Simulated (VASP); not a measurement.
# SrO: single point with r2SCAN

The system is SrO.

```
Sr O
1.0
     3.60920    0.00000    0.00000
    -1.80460    3.12566    0.00000
     0.00000    0.00000    6.23701
Sr O
2 2
Direct
  0.00000 0.00000 0.00000
  0.00000 0.00000 0.50000
  0.33333 0.66667 0.25000
  0.66667 0.33333 0.75000
```

This cell differs from its parent crystal: epitaxial xy strain +1.3%.

```
Program             : VASP 6.6.1
Task                : single point
Functional          : r2SCAN
Potentials or basis : VASP PAW PBE potentials, release 64 (Sr_sv, O)
Cutoff              : 520 eV
k mesh              : 12 × 12 × 4
Occupations         : gaussian, width 0.01 eV
Spin                : no spin polarisation
```

```
Pressure               : -1.3 GPa
Band gap on the k mesh : 3.95 eV, direct
```

Stress tensor (GPa, compression positive):
```
-2.32  0.00  0.00
 0.00 -2.32  0.00
 0.00  0.00  0.61
```

Levels at points of the mesh, in eV from the valence-band top:
| k point | band 12 | band 13 | band 14 | band 15 | band 16 | band 17 | band 18 | band 19 | band 20 | band 21 |
| --- | --- | --- | --- | --- | --- | --- | --- | --- | --- | --- |
| (0.00, 0.00, 0.00) | -0.97 | -0.97 | -0.11 | 0.00 | 0.00 | 3.95 | 4.85 | 7.00 | 7.00 | 7.50 |
| (0.50, 0.00, 0.00) | -1.38 | -1.09 | -0.55 | -0.28 | -0.11 | 4.16 | 6.38 | 7.24 | 7.92 | 8.73 |
| (0.00, 0.00, 0.50) | -1.23 | -0.52 | -0.52 | -0.52 | -0.52 | 5.90 | 5.90 | 7.03 | 7.03 | 7.73 |
| (0.50, 0.00, 0.50) | -1.36 | -0.77 | -0.77 | -0.60 | -0.60 | 5.38 | 5.38 | 8.66 | 8.66 | 9.10 |

Run time: 4.4 min on 1 thread of Intel(R) Xeon(R) Platinum 8375C CPU @ 2.90GHz (Ice Lake), with other jobs on the host, peak memory 0.25 GiB.

Caveat: the cell differs from its parent crystal (epitaxial xy strain +1.3%); the PAW data sets were made with another functional, which shifts forces and pressure a little. A k mesh can miss the band edges.
